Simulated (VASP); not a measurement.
# SnO2 (P2_12_12) in VASP: further runs

Runs on SnO2. Level: PBEsol. Tasks: single point.

Everything below comes from runs of VASP 6.6.1. Logs are shortened: lines on timing, memory, paths and dates and some standing lists are left out, and cuts for length are marked.

## Step 1: The cell of the first run

Symmetry: P2_12_12, No. 18, orthorhombic system. Conventional cell: a = 4.769 Å, b = 4.769 Å, c = 3.211 Å, α = 90.00°, β = 90.00°, γ = 90.00°. Within 2.7 Å of Sn (site symmetry 2) lie 6 O at 2.07 to 2.17 Å. O (site symmetry 1) has 3 Sn at 2.07 to 2.17 Å and 4 O at 2.59 to 2.78 Å within 2.8 Å.

## Step 2: Single point, PBEsol (atoms displaced along several vibrational modes)

File INCAR:

```
SYSTEM = SnO2
PREC     = Accurate       ! precision mode
ENCUT    = 520            ! plane-wave cutoff, eV
EDIFF    = 1E-6           ! SCF threshold, eV
ISMEAR   = 0              ! smearing method
SIGMA    = 0.05           ! smearing width, eV
LREAL    = .False.        ! projectors in reciprocal space
LASPH    = .True.         ! aspherical terms in the spheres
NELM     = 80             ! most SCF steps
ALGO     = Normal         ! electronic algorithm
ISIF     = 2              ! what is computed and relaxed
LWAVE    = .False.        ! write WAVECAR
LCHARG   = .True.         ! write CHGCAR
GGA      = PS             ! functional
LELF     = .True.         ! ELF
LVHAR    = .True.       
NBANDS   = 35             ! bands
```

File KPOINTS:

```
regular mesh
0
Gamma
  6 6 8
  0 0 0
```

File POSCAR:

```
SnO2
1.0
    4.7687243422      0.0000000000      0.0000000000
    0.0000000000      4.7687243422      0.0000000000
    0.0000000000      0.0000000000      3.2113691866
Sn O
2 4
Direct
    0.0000000000      0.0000000000     -0.0501966578
    0.5000000000      0.5000000000      0.5501966578
    0.2397944558      0.3728016790      0.0288019885
    0.2602055442      0.8728016790      0.4711980115
    0.7602055442      0.6271983210      0.0288019885
    0.7397944558      0.1271983210      0.4711980115
```

Potentials or basis: VASP PAW PBE potentials, release 64 (Sn_d, O).

Started as:

```console
$ cat potpaw_PBE.64/Sn_d/POTCAR potpaw_PBE.64/O/POTCAR > POTCAR
$ mpirun -np 1 vasp_std > vasp.out
```

OUTCAR:

```text
SYSTEM = SnO2
   PREC = Accurate
   ENCUT = 520
   EDIFF = 1E-6
   ISMEAR = 0
   LREAL = .False.
   LASPH = .True.
   NELM = 80
   ISIF = 2
   GGA = PS

 ion  position               nearest neighbor table
   1  0.000  0.000  0.950-   4 2.07   6 2.07   5 2.13   3 2.13   4 2.17   6 2.17   2 3.61   2 3.61
                             2 3.61   2 3.61
   2  0.500  0.500  0.550-   3 2.07   5 2.07   4 2.13   6 2.13   3 2.17   5 2.17   1 3.61   1 3.61
                             1 3.61   1 3.61
   3  0.240  0.373  0.029-   2 2.07   1 2.13   2 2.17
   4  0.260  0.873  0.471-   1 2.07   2 2.13   1 2.17
   5  0.760  0.627  0.029-   2 2.07   1 2.13   2 2.17
   6  0.740  0.127  0.471-   1 2.07   2 2.13   1 2.17

  LATTYP: Found a simple tetragonal cell.
 ALAT       =     4.7687243422
 C/A-ratio  =     0.6734231120

  Lattice vectors:

 A1 = (   4.7687243422,   0.0000000000,   0.0000000000)
 A2 = (   0.0000000000,   4.7687243422,   0.0000000000)
 A3 = (   0.0000000000,   0.0000000000,   3.2113691866)

Analysis of symmetry for initial positions (statically):
=====================================================================
 Subroutine PRICEL returns:
 Original cell was already a primitive cell.

 Routine SETGRP: Setting up the symmetry group for a
 simple tetragonal supercell.

 Subroutine GETGRP returns: Found  4 space group operations
 (whereof  2 operations were pure point group operations)
 out of a pool of 16 trial point group operations.

The static configuration has the point symmetry C_2 .
 The point group associated with its full space group is D_2 .

Analysis of symmetry for dynamics (positions and initial velocities):
=====================================================================
 Subroutine PRICEL returns:
 Original cell was already a primitive cell.

 Routine SETGRP: Setting up the symmetry group for a
 simple tetragonal supercell.

 Subroutine GETGRP returns: Found  4 space group operations
 (whereof  2 operations were pure point group operations)
 out of a pool of 16 trial point group operations.

The dynamic configuration has the point symmetry C_2 .
 The point group associated with its full space group is D_2 .

 Subroutine INISYM returns: Found  4 space group operations
 (whereof  2 operations are pure point group operations),
 and found     1 'primitive' translations

----------------------------------------------------------------------------------------

                                     Primitive cell

  volume of cell :      73.0289

  direct lattice vectors                    reciprocal lattice vectors
     4.768724342  0.000000000  0.000000000     0.209699687  0.000000000  0.000000000
[... 100 lines left out ...]
   ISIF   =      2    stress and relaxation
   ISYM   =      2    0-nonsym 1-usesym 2-fastsym
   POTIM  = 0.5000    time-step for ionic-motion
   TEBEG  =    0.0;   TEEND  =   0.0 temperature during run
   PSTRESS=    0.0 pullay stress
   NELECT =      52.0000    total number of electrons
   NUPDOWN=      -1.0000    fix difference up-down
   EMIN   =  10.00;   EMAX   =-10.00  energy-range for DOS
   EFERMI =   0.00;   METHOD = LEGACY
   ISMEAR =     0;   SIGMA  =   0.05  broadening in eV -4-tet -1-fermi 0-gaus
   EFERMI_NEDOS =   21; number of points for ismear=-14 and -15
   IALGO  =     38    algorithm
   IMIX   =      4    mixing-type and parameters
     AMIX     =   0.40;   BMIX     =  1.00
     AMIX_MAG =   1.60;   BMIX_MAG =  1.00
  volume/ion in A,a.u.               =      12.17        82.14
  Fermi-wavevector in a.u.,A,eV,Ry     =   1.461878  2.762548 29.076828  2.137087
  Thomas-Fermi vector in A             =   2.578157
   LORBIT       =      0    0 simple, 1 ext, 2 COOP (PROOUT), +10 PAW based schemes
   GGA     = PS    functional components
   LHFCALC =     F    Hartree Fock is set to
   AEXX    =    0.0000 exact exchange contribution
   IVDW    =     0    specifies the selected vdW correction
   LEPSILON=     F    determine dielectric tensor
   LRPA    =     F    only Hartree local field effects (RPA)
 non-spin polarized calculation
 Gauss-broadening in eV      SIGMA  =   0.05
  energy-cutoff  :      520.00
  volume of cell :       73.03
 maximum number of plane-waves:      1994
   NGX = 17   NGY = 17   NGZ = 11

 number of electron      51.9999998 magnetization

 Free energy of the ion-electron system (eV)
  ---------------------------------------------------
  ext. energy  EPLUGINS =         0.00000000
  ---------------------------------------------------
  free energy    TOTEN  =       -38.88027029 eV

  energy without entropy =      -38.88027029  energy(sigma->0) =      -38.88027029

 E-fermi :   6.0073     XC(G=0): -11.5213

 val. band max:        5.7747793195   @ k =   0.3333   0.0000   0.0000
 cond. band min:       6.6564519262   @ k =   0.0000   0.0000   0.0000
 fundamental gap:      0.8816726068
 Fermi energy:         6.0072831684

 k-point     1 :       0.0000    0.0000    0.0000
  band No.  band energies     occupation
      1     -15.0258      2.00000
      2     -14.4315      2.00000
      3     -14.2714      2.00000
      4     -14.2395      2.00000
      5     -14.2238      2.00000
      6     -14.1551      2.00000
[... 901 lines left out ...]
     34      17.1770      0.00000
     35      18.0255      0.00000

 [... further k-points ...]

------------------------ aborting loop because EDIFF is reached ----------------------------------------

  FORCE on cell =-STRESS in cart. coord.  units (eV):
  Direction    XX          YY          ZZ          XY          YZ          ZX
  --------------------------------------------------------------------------------------
  -------------------------------------------------------------------------------------
  Total       -2.6441109     -2.1223196     -3.4852285      0.0000000      0.0000000      0.0000000
  in kB      -58.0090260    -46.5614721    -76.4622663      0.0000000      0.0000000      0.0000000
  external PRESSURE =     -60.3442548 kB  Pullay stress =       0.0000000 kB

 VOLUME and BASIS-vectors are now :
 -----------------------------------------------------------------------------
  energy-cutoff  :      520.00
  volume of cell :       73.03
      direct lattice vectors                 reciprocal lattice vectors
     4.768724342  0.000000000  0.000000000     0.209699687  0.000000000  0.000000000
     0.000000000  4.768724342  0.000000000     0.000000000  0.209699687  0.000000000
     0.000000000  0.000000000  3.211369187     0.000000000  0.000000000  0.311393659

 POSITION                                       TOTAL-FORCE (eV/Angst)
 -----------------------------------------------------------------------------------
      0.00000      0.00000      3.05017         0.000000      0.000000      1.182109
      2.38436      2.38436      1.76688         0.000000      0.000000     -1.182109
      1.14351      1.77779      0.09249         0.886896     -0.455321     -0.224988
      1.24085      4.16215      1.51319        -0.886896     -0.455321      0.224988
      3.62521      2.99094      0.09249        -0.886896      0.455321     -0.224988
      3.52788      0.60657      1.51319         0.886896      0.455321      0.224988
 -----------------------------------------------------------------------------------
    total drift:                               -0.000000      0.000000      0.000000

  FREE ENERGIE OF THE ION-ELECTRON SYSTEM (eV)
  ---------------------------------------------------
  free  energy   TOTEN  =       -38.8802702924 eV

  energy  without entropy=      -38.8802702924  energy(sigma->0) =      -38.88027029
```

stdout:

```text
POSCAR found type information on POSCAR SnO
 POSCAR found :  2 types and       6 ions
 scaLAPACK will be used
 -----------------------------------------------------------------------------
|                                                                             |
|                                                                             |
|     You enforced a specific xc type in the INCAR file but a different       |
|     I HOPE YOU KNOW WHAT YOU ARE DOING!                                     |
|                                                                             |
 -----------------------------------------------------------------------------

 LDA part: xc-table for (Slater+PW92), standard interpolation
 POSCAR, INCAR and KPOINTS ok, starting setup
 FFT: planning ... GRIDC
 FFT: planning ... GRID_SOFT
 FFT: planning ... GRID
 WAVECAR not read
 entering main loop
```

It took 3.5 min on 1 thread of Intel Xeon 8259CL, shared host; peak memory 0.28 GiB.

What came out:

- Free energy: -38.8803 eV
- Pressure: -6.0 GPa
- Largest force: 1.182 eV/Å
- Band gap on the k mesh: 0.88 eV (least direct gap 0.90 eV)

Forces in eV/Å, atoms in the order of the input:
```
Sn   0.000  0.000  1.182
Sn   0.000  0.000 -1.182
O    0.887 -0.455 -0.225
O   -0.887 -0.455  0.225
O   -0.887  0.455 -0.225
O    0.887  0.455  0.225
```

Caveat: the cell differs from its parent crystal (atoms displaced along several vibrational modes); the cell stands under tension; the PAW data sets were made with another functional, which shifts forces and pressure a little; spin-orbit coupling is left out, which moves the levels of the heavy elements. A k mesh can miss the band edges.

## Step 3: Single point, PBEsol (atoms displaced along several vibrational modes)

File INCAR:

```
ALGO     = Normal         # electronic algorithm
EDIFF    = 1E-6           # SCF threshold, eV
ENCUT    = 520            # plane-wave cutoff, eV
GGA      = PS             # functional
ISIF     = 2              # what is computed and relaxed
ISMEAR   = 0              # smearing method
LASPH    = T              # aspherical terms in the spheres
LCHARG   = T              # write CHGCAR
LELF     = T              # ELF
LREAL    = F              # projectors in reciprocal space
LVHAR    = T            
LWAVE    = F              # write WAVECAR
NBANDS   = 35             # bands
NELM     = 60             # most SCF steps
PREC     = Accurate       # precision mode
SIGMA    = 0.05           # smearing width, eV
```

File KPOINTS:

```
k-points
0
Gamma
  6 6 8
```

File POSCAR:

```
SnO2
1.0
    4.7687243422      0.0000000000      0.0000000000
    0.0000000000      4.7687243422      0.0000000000
    0.0000000000      0.0000000000      3.2113691866
Sn O
2 4
Direct
    0.0000000000      0.0000000000     -0.0501966578
    0.5000000000      0.5000000000      0.5501966578
    0.2841301969      0.3284659379      0.0288019885
    0.2158698031      0.8284659379      0.4711980115
    0.7158698031      0.6715340621      0.0288019885
    0.7841301969      0.1715340621      0.4711980115
```

Potentials or basis: VASP PAW PBE potentials, release 64 (Sn_d, O).

Started as:

```console
$ cat potpaw_PBE.64/Sn_d/POTCAR potpaw_PBE.64/O/POTCAR > POTCAR
$ mpirun -np 1 vasp_std > vasp.out
```

Wall time 3.7 min (1 thread of Intel Xeon 8259CL, shared host); peak memory 0.28 GiB.

It converged, with:

* Free energy: -39.3851 eV
* Pressure: 0.1 GPa
* Largest force: 1.465 eV/Å
* Band gap on the k mesh: 0.98 eV (least direct gap 0.99 eV)

Forces on the atoms (eV/Å):
```
Sn   0.000  0.000  1.465
Sn   0.000  0.000 -1.465
O   -0.073 -0.221 -0.111
O    0.073 -0.221  0.111
O    0.073  0.221 -0.111
O   -0.073  0.221  0.111
```

Stress tensor (GPa, compression positive):
```
-0.28  0.00  0.00
 0.00  0.82  0.00
 0.00  0.00 -0.37
```

Levels at points of the mesh, in eV from the valence-band top:
```csv
k point,band 22,band 23,band 24,band 25,band 26,band 27,band 28,band 29,band 30,band 31
"(0.00, 0.00, 0.00)",-1.25,-1.12,-0.59,-0.46,-0.01,0.98,5.86,6.08,6.22,10.14
"(0.50, 0.00, 0.00)",-1.70,-1.09,-1.09,-0.31,-0.31,3.93,3.93,6.49,6.49,10.60
"(0.00, 0.50, 0.00)",-1.96,-1.10,-1.10,-0.58,-0.58,4.18,4.18,7.20,7.20,10.37
"(0.50, 0.50, 0.00)",-1.87,-1.21,-1.21,-0.72,-0.72,4.51,4.51,7.15,7.15,10.67
"(0.00, 0.00, 0.50)",-2.44,-1.82,-1.22,-1.02,-1.01,5.45,6.14,9.16,9.80,9.81
"(0.50, 0.00, 0.50)",-1.82,-0.87,-0.87,-0.70,-0.70,6.08,6.08,7.86,7.86,10.35
"(0.00, 0.50, 0.50)",-1.42,-1.03,-1.03,-0.54,-0.54,5.94,5.94,7.51,7.51,10.88
"(0.50, 0.50, 0.50)",-2.37,-0.84,-0.84,-0.64,-0.64,4.61,4.61,8.44,8.44,10.75
```

Caveat: the cell differs from its parent crystal (atoms displaced along several vibrational modes); the PAW data sets were made with another functional, which shifts forces and pressure a little; spin-orbit coupling is left out, which moves the levels of the heavy elements. A k mesh can miss the band edges.
